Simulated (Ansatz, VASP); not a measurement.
# One calculation of Ru, two programs

```xyz
2
Lattice="2.6539 0.0000 0.0000 -1.3270 2.2984 0.0000 0.0000 0.0000 4.2524" Properties=species:S:1:pos:R:3 pbc="T T T"
Ru    0.0000    1.6243    1.0631
Ru    1.3270    0.6741    3.1893
```

Change from the starting cell: mode 5 frozen in at +0.093 Å, equal normal strain along x and y -0.0133.

Alike in both runs: task single point; functional PBEsol; k mesh 18 × 18 × 10; occupations gaussian, width 0.15 eV; no spin polarisation.

|  | VASP | Ansatz |
| --- | --- | --- |
| version | VASP 6.6.1 | Ansatz 0.2.0 |
| potentials or method | VASP PAW PBE potentials, release 64 (Ru_pv), cutoff 520 eV | scalar-relativistic, plane waves, PAW |
| valence electrons in the cell | 28 | 32 |

```tsv
	VASP	Ansatz	Ansatz less VASP
gap on the k mesh at the Fermi level (eV)	none	none	-
pressure (GPa)	11.7	11.7	+0.04
traceless stress, the component that is largest in VASP (GPa)	4.79	4.79	0.000
rms of the force components (eV/Å)	0.779	0.778	-0.0010
```

VASP's potentials were made for PBE, not for PBEsol, and Ansatz warns of the same on its side. Atom by atom the forces differ by 0.001 eV/Å (rms over components). A gap of «none» marks a metal or a gap that the smearing closes. VASP's potentials hold 28 valence electrons a cell and Ansatz's 32, so a difference there can come from the potentials and not from the codes.
